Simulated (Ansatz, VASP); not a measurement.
**Hf: VASP beside Ansatz**

The input POSCAR:

```
Hf
1.0
    0.0000000000      2.2200000000      2.2200000000
    2.2200000000      0.0000000000      2.2200000000
    2.2200000000      2.2200000000      0.0000000000
Hf
1
Direct
    0.0000000000      0.0000000000      0.0000000000
```

INCAR.step1

```
  PREC = Accurate
  ENCUT = 520
  EDIFF = 1E-5
  ISMEAR = -1
  SIGMA = 0.05
  LREAL = False
  LASPH = True
  NELM = 150
  ALGO = Normal
  ISIF = 2
  LWAVE = True
  LCHARG = False
  LNONCOLLINEAR = True
  MAGMOM = 0 0 0
  LORBIT = 11
  LSORBIT = True
  GGA_COMPAT = False
  LORBMOM = True
  LMAXMIX = 4
  GGA = PE
  NBANDS = 21
```

The input INCAR.step2:

```
  PREC = Accurate
  ENCUT = 520
  EDIFF = 1E-6
  ISMEAR = -1
  SIGMA = 0.05
  LREAL = False
  LASPH = True
  NELM = 150
  ALGO = Normal
  ISIF = 2
  LWAVE = False
  LCHARG = False
  LNONCOLLINEAR = True
  MAGMOM = 0 0 0
  LORBIT = 11
  LSORBIT = True
  GGA_COMPAT = False
  LORBMOM = True
  LMAXMIX = 4
  GGA = PE
  LHFCALC = True
  AEXX = 0.25
  PRECFOCK = Normal
  ISTART = 1
  NBANDS = 21
```

File KPOINTS:

```
Automatic mesh
0
Gamma
  4 4 4
```

Contents of input:

```
crystal:
  lattice:
    - [0.0, 2.22, 2.22]
    - [2.22, 0.0, 2.22]
    - [2.22, 2.22, 0.0]
  atoms:
    - { symbol: Hf, position: [0.0, 0.0, 0.0] }
hamiltonian:
  xc: pbe0
  pseudopotentials: { kind: paw_fr }
magnetization:
  noncollinear: true
  spin_orbit: true
kpoints:
  mp_grid: { grid: [4, 4, 4] }
scf:
  occupations: { method: fermi_dirac, width: 0.05 }
output:
  forces: true
  stress: true
  eigenvalues: true
```

Alike in both runs: task single point; functional PBE0; k mesh 4 × 4 × 4; occupations fermi-dirac, width 0.05 eV; non-collinear spin, spin-orbit coupling.

```csv
,VASP,Ansatz
version,VASP 6.6.1,Ansatz 0.2.0
potentials or method,"VASP PAW PBE potentials, release 64 (Hf_pv)",Ansatz PAW
plane-wave cutoff (eV),520,420
valence electrons in the cell,10,26
```

```csv
,VASP,Ansatz,Ansatz less VASP
pressure (GPa),1.2,3.4,+2.17
net moment per atom (μB),0.15,0.00,-0.152
```

The net moments are unlike, so the other rows may belong to different states. VASP's potentials hold 10 valence electrons a cell and Ansatz's 26, so a difference there can come from the potentials and not from the codes.

The k mesh is coarse, so the values compare programs but aren't converged.
